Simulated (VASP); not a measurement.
# SiC (P6_3mc) in VASP: settings compared

SiC is run at these levels: PBE, r2SCAN; tasks: single point.

Program: VASP 6.6.1. These are calculated values, not measurements. Logs are shortened: lines on timing, memory, paths and dates and some standing lists are left out, and cuts for length are marked.

## 1. The cell of the first run

Symmetry: P6_3mc, No. 186, hexagonal system. The conventional cell has a = 3.094 Å, b = 3.094 Å, c = 10.130 Å, α = 90.00°, β = 90.00°, γ = 120.00°. Si (site symmetry 3m) has 4 C at 1.90 Å within 2.5 Å. Si (site symmetry 3m) has 4 C at 1.89 to 1.90 Å within 2.5 Å. Within 2.5 Å of C (site symmetry 3m) lie 4 Si at 1.89 to 1.90 Å. C (site symmetry 3m) has 4 Si at 1.90 Å within 2.5 Å.

## 2. Single point, PBE

Contents of INCAR:

```
SYSTEM = SiC
PREC = Accurate
ENCUT = 520
EDIFF = 1E-6
ISMEAR = -1
SIGMA = 0.02
LREAL = .FALSE.
LASPH = .TRUE.
NELM = 60
ALGO = Normal
ISIF = 2
LWAVE = .FALSE.
LCHARG = .FALSE.
GGA = PE
NBANDS = 26
```

Contents of KPOINTS:

```
Automatic mesh
0
G
  12 12 2
  0 0 0
```

Contents of POSCAR:

```
SiC
1.0
    3.0940914225      0.0000000000      0.0000000000
   -1.5470457112      2.6795617735      0.0000000000
    0.0000000000      0.0000000000     10.1296046825
Si C
4 4
Direct
    0.6666666667      0.3333333333      0.9378481361
    0.3333333333      0.6666666667      0.4378481361
    0.0000000000      0.0000000000      0.6878946538
    0.0000000000      0.0000000000      0.1878946538
    0.6666666667      0.3333333333      0.7498045638
    0.3333333333      0.6666666667      0.2498045638
    0.0000000000      0.0000000000      0.5004516463
    0.0000000000      0.0000000000      0.0004516463
```

Potentials or basis: VASP PAW PBE potentials, release 64 (Si, C).

The run is started by

```bash
> cat potpaw_PBE.64/Si/POTCAR potpaw_PBE.64/C/POTCAR > POTCAR
> mpirun -np 1 vasp_std > vasp.out
```

OUTCAR:

```text
SYSTEM = SiC
   PREC = Accurate
   ENCUT = 520
   EDIFF = 1E-6
   ISMEAR = -1
   LREAL = .FALSE.
   LASPH = .TRUE.
   NELM = 60
   ISIF = 2
   GGA = PE

 ion  position               nearest neighbor table
   1  0.667  0.333  0.938-   8 1.90   8 1.90   8 1.90   5 1.90   3 3.10   3 3.10   3 3.10   4 3.10
                             4 3.10   4 3.10
   2  0.333  0.667  0.438-   7 1.90   7 1.90   7 1.90   6 1.90   4 3.10   4 3.10   4 3.10   3 3.10
                             3 3.10   3 3.10
   3  0.000  0.000  0.688-   5 1.89   5 1.89   5 1.89   7 1.90   1 3.10   1 3.10   1 3.10   2 3.10
                             2 3.10   2 3.10
   4  0.000  0.000  0.188-   6 1.89   6 1.89   6 1.89   8 1.90   2 3.10   2 3.10   2 3.10   1 3.10
                             1 3.10   1 3.10
   5  0.667  0.333  0.750-   3 1.89   3 1.89   3 1.89   1 1.90
   6  0.333  0.667  0.250-   4 1.89   4 1.89   4 1.89   2 1.90
   7  0.000  0.000  0.500-   2 1.90   2 1.90   2 1.90   3 1.90
   8  0.000  0.000  0.000-   1 1.90   1 1.90   1 1.90   4 1.90

  LATTYP: Found a hexagonal cell.
 ALAT       =     3.0940914225
 C/A-ratio  =     3.2738543564

  Lattice vectors:

 A1 = (   3.0940914225,   0.0000000000,   0.0000000000)
 A2 = (  -1.5470457112,   2.6795617735,   0.0000000000)
 A3 = (   0.0000000000,   0.0000000000,  10.1296046825)

Analysis of symmetry for initial positions (statically):
=====================================================================
 Subroutine PRICEL returns:
 Original cell was already a primitive cell.

 Routine SETGRP: Setting up the symmetry group for a
 hexagonal supercell.

 Subroutine GETGRP returns: Found 12 space group operations
 (whereof  6 operations were pure point group operations)
 out of a pool of 24 trial point group operations.

The static configuration has the point symmetry C_3v.
 The point group associated with its full space group is C_6v.

Analysis of symmetry for dynamics (positions and initial velocities):
=====================================================================
 Subroutine PRICEL returns:
 Original cell was already a primitive cell.

 Routine SETGRP: Setting up the symmetry group for a
 hexagonal supercell.

 Subroutine GETGRP returns: Found 12 space group operations
 (whereof  6 operations were pure point group operations)
 out of a pool of 24 trial point group operations.

The dynamic configuration has the point symmetry C_3v.
 The point group associated with its full space group is C_6v.

 Subroutine INISYM returns: Found 12 space group operations
 (whereof  6 operations are pure point group operations),
 and found     1 'primitive' translations

----------------------------------------------------------------------------------------

                                     Primitive cell

  volume of cell :      83.9826

  direct lattice vectors                    reciprocal lattice vectors
     3.094091423  0.000000000  0.000000000     0.323196656  0.186597676  0.000000000
    -1.547045711  2.679561774  0.000000000     0.000000000  0.373195352  0.000000000
     0.000000000  0.000000000 10.129604683     0.000000000  0.000000000  0.098720536

  length of vectors
     3.094091423  3.094091422 10.129604683     0.373195352  0.373195352  0.098720536

  position of ions in fractional coordinates (direct lattice)
     0.666666667  0.333333333  0.937848136
     0.333333333  0.666666667  0.437848136
     0.000000000  0.000000000  0.687894654
     0.000000000  0.000000000  0.187894654
     0.666666667  0.333333333  0.749804564
     0.333333333  0.666666667  0.249804564
     0.000000000  0.000000000  0.500451646
     0.000000000  0.000000000  0.000451646

  ion indices of the primitive-cell ions
   primitive index   ion index
                 1           1
                 2           2
                 3           3
                 4           4
                 5           5
                 6           6
                 7           7
                 8           8

----------------------------------------------------------------------------------------

 KPOINTS: Automatic mesh

Automatic generation of k-mesh.
 Grid dimensions read from file:
 generate k-points for:   12   12    2

 Generating k-lattice:

  Cartesian coordinates                     Fractional coordinates (reciprocal lattice)
     0.026933055  0.015549806  0.000000000     0.083333333  0.000000000  0.000000000
     0.000000000  0.031099613  0.000000000     0.000000000  0.083333333  0.000000000
     0.000000000  0.000000000  0.049360268     0.000000000  0.000000000  0.500000000

  Length of vectors
     0.031099613  0.031099613  0.049360268

  Shift w.r.t. Gamma in fractional coordinates (k-lattice)
     0.000000000  0.000000000  0.000000000

 Subroutine IBZKPT returns following result:
 ===========================================

 Found     38 irreducible k-points:

 Following reciprocal coordinates:
            Coordinates               Weight
  0.000000  0.000000  0.000000      1.000000
  0.083333  0.000000  0.000000      6.000000
  0.166667  0.000000  0.000000      6.000000
  0.250000 -0.000000  0.000000      6.000000
  0.333333  0.000000  0.000000      6.000000
  0.416667  0.000000  0.000000      6.000000
[... 16 lines left out ...]
  0.250000 -0.000000  0.500000      6.000000
  0.333333  0.000000  0.500000      6.000000
 [... further k-points ...]
   k-points           NKPTS =     38   k-points in BZ     NKDIM =     38   number of bands    NBANDS=     26
   number of dos      NEDOS =    301   number of ions     NIONS =      8
   total plane-waves  NPLWV =  46080
   dimension x,y,z NGX =    24 NGY =   24 NGZ =   80
   dimension x,y,z NGXF=    48 NGYF=   48 NGZF=  160
   ions per type =               4   4
   NGX,Y,Z   is equivalent  to a cutoff of  12.90, 12.90, 13.13 a.u.
   NGXF,Y,Z  is equivalent  to a cutoff of  25.79, 25.79, 26.26 a.u.
 SYSTEM =  SiC
   PREC   = accura    normal or accurate (medium, high low for compatibility)
   ISTART =      0    job   : 0-new  1-cont  2-samecut
   ICHARG =      2    charge: 1-file 2-atom 10-const
   ISPIN  =      1    spin polarized calculation?
   LNONCOLLINEAR =      F non collinear calculations
   LSORBIT =      F    spin-orbit coupling
   LASPH  =      T    aspherical Exc in radial PAW
   ENCUT  =  520.0 eV  38.22 Ry    6.18 a.u.   5.75  5.75 18.83*2*pi/ulx,y,z
   NELM   =     60;   NELMIN=  2; NELMDL= -5     # of ELM steps
   EDIFF  = 0.1E-05   stopping-criterion for ELM
   LREAL  =      F    real-space projection
   EDIFFG = 0.1E-04   stopping-criterion for IOM
   NSW    =      0    number of steps for IOM
   IBRION =     -1    ionic relax: 0-MD 1-quasi-New 2-CG
   NFREE  =      0    steps in history (QN), initial steepest desc. (CG)
   ISIF   =      2    stress and relaxation
   ISYM   =      2    0-nonsym 1-usesym 2-fastsym
   POTIM  = 0.5000    time-step for ionic-motion
   TEBEG  =    0.0;   TEEND  =   0.0 temperature during run
   PSTRESS=    0.0 pullay stress
   NELECT =      32.0000    total number of electrons
   NUPDOWN=      -1.0000    fix difference up-down
   EMIN   =  10.00;   EMAX   =-10.00  energy-range for DOS
   EFERMI =   0.00;   METHOD = LEGACY
   ISMEAR =    -1;   SIGMA  =   0.02  broadening in eV -4-tet -1-fermi 0-gaus
   EFERMI_NEDOS =   21; number of points for ismear=-14 and -15
   IALGO  =     38    algorithm
   IMIX   =      4    mixing-type and parameters
     AMIX     =   0.40;   BMIX     =  1.00
     AMIX_MAG =   1.60;   BMIX_MAG =  1.00
  volume/ion in A,a.u.               =      10.50        70.84
  Fermi-wavevector in a.u.,A,eV,Ry     =   1.186848  2.242817 19.165270  1.408608
  Thomas-Fermi vector in A             =   2.323012
   LORBIT       =      0    0 simple, 1 ext, 2 COOP (PROOUT), +10 PAW based schemes
   GGA     = PE    functional components
   LHFCALC =     F    Hartree Fock is set to
   AEXX    =    0.0000 exact exchange contribution
   IVDW    =     0    specifies the selected vdW correction
   LEPSILON=     F    determine dielectric tensor
   LRPA    =     F    only Hartree local field effects (RPA)
 non-spin polarized calculation
  energy-cutoff  :      520.00
  volume of cell :       83.98
 maximum number of plane-waves:      2280
 NGX is ok and might be reduce to    24
   NGX = 11   NGY = 11   NGZ = 37

 number of electron      32.0000001 magnetization

 Free energy of the ion-electron system (eV)
  ---------------------------------------------------
  ext. energy  EPLUGINS =         0.00000000
  ---------------------------------------------------
  free energy    TOTEN  =       -60.24847640 eV

  energy without entropy =      -60.24847640  energy(sigma->0) =      -60.24847640

 E-fermi :   8.4686     XC(G=0): -11.2898

 val. band max:        8.0108996222   @ k =   0.0000   0.0000   0.0000
 cond. band min:      10.2335055566   @ k =   0.5000  -0.0000   0.0000
 fundamental gap:      2.2226059344
 Fermi energy:         8.4686401895

 k-point     1 :       0.0000    0.0000    0.0000
  band No.  band energies     occupation
      1      -7.3547      2.00000
      2      -6.1916      2.00000
      3      -6.1559      2.00000
      4      -3.8430      2.00000
      5      -0.5169      2.00000
      6       3.6578      2.00000
[... 18 lines left out ...]
     25      15.2990      0.00000
     26      15.9844      0.00000

 k-point     2 :       0.0833    0.0000    0.0000
  band No.  band energies     occupation
      1      -7.2355      2.00000
      2      -6.0764      2.00000
      3      -6.0402      2.00000
      4      -3.7423      2.00000
      5      -0.4082      2.00000
      6       3.6936      2.00000
[... 18 lines left out ...]
     25      15.3648      0.00000
     26      15.8704      0.00000

 k-point     3 :       0.1667    0.0000    0.0000
  band No.  band energies     occupation
      1      -6.8809      2.00000
      2      -5.7350      2.00000
      3      -5.6968      2.00000
      4      -3.4493      2.00000
      5      -0.0922      2.00000
      6       3.6661      2.00000
[... 572 lines left out ...]
 k-point    23 :       0.2500   -0.0000    0.5000
  band No.  band energies     occupation
      1      -6.0099      2.00000
      2      -6.0099      2.00000
      3      -3.8989      2.00000
      4      -3.8989      2.00000
      5       1.5190      2.00000
      6       1.5190      2.00000
[... 18 lines left out ...]
     25      16.4716      0.00000
     26      16.4716      0.00000

 k-point    24 :       0.3333    0.0000    0.5000
  band No.  band energies     occupation
      1      -5.2433      2.00000
      2      -5.2433      2.00000
      3      -3.2760      2.00000
      4      -3.2760      2.00000
      5       1.0141      2.00000
      6       1.0141      2.00000
[... 18 lines left out ...]
     25      16.2758      0.00000
     26      16.2758      0.00000

 [... further k-points ...]
[... 5 lines left out ...]
  --------------------------------------------------------------------------------------
  -------------------------------------------------------------------------------------
  Total       -0.0270199     -0.0270199     -0.0223100     -0.0000000      0.0000000      0.0000000
  in kB       -0.5154726     -0.5154726     -0.4256185     -0.0000000      0.0000000      0.0000000
  external PRESSURE =      -0.4855212 kB  Pullay stress =       0.0000000 kB

 VOLUME and BASIS-vectors are now :
 -----------------------------------------------------------------------------
  energy-cutoff  :      520.00
  volume of cell :       83.98
      direct lattice vectors                 reciprocal lattice vectors
     3.094091423  0.000000000  0.000000000     0.323196656  0.186597676  0.000000000
    -1.547045711  2.679561774  0.000000000     0.000000000  0.373195352  0.000000000
     0.000000000  0.000000000 10.129604683     0.000000000  0.000000000  0.098720536

 POSITION                                       TOTAL-FORCE (eV/Angst)
 -----------------------------------------------------------------------------------
      1.54705      0.89319      9.50003        -0.000000      0.000000      0.001140
     -0.00000      1.78637      4.43523         0.000000      0.000000      0.001140
      0.00000      0.00000      6.96810         0.000000      0.000000     -0.001256
      0.00000      0.00000      1.90330        -0.000000      0.000000     -0.001256
      1.54705      0.89319      7.59522        -0.000000      0.000000     -0.000090
     -0.00000      1.78637      2.53042         0.000000     -0.000000     -0.000090
      0.00000      0.00000      5.06938         0.000000      0.000000      0.000207
      0.00000      0.00000      0.00457         0.000000      0.000000      0.000207
 -----------------------------------------------------------------------------------
    total drift:                                0.000000      0.000000     -0.000958

  FREE ENERGIE OF THE ION-ELECTRON SYSTEM (eV)
  ---------------------------------------------------
  free  energy   TOTEN  =       -60.2484763958 eV

  energy  without entropy=      -60.2484763958  energy(sigma->0) =      -60.24847640
```

Wall time 51 s (1 thread of Intel Xeon 6975P-C, shared host); peak memory 0.22 GiB.

Results:

```yaml
Free_energy: -60.2485 eV
Pressure: 0.0 GPa
Band_gap_on_the_k_mesh: 2.22 eV, indirect (least direct gap 3.34 eV)
```

(Continued in part 2 of 2.)
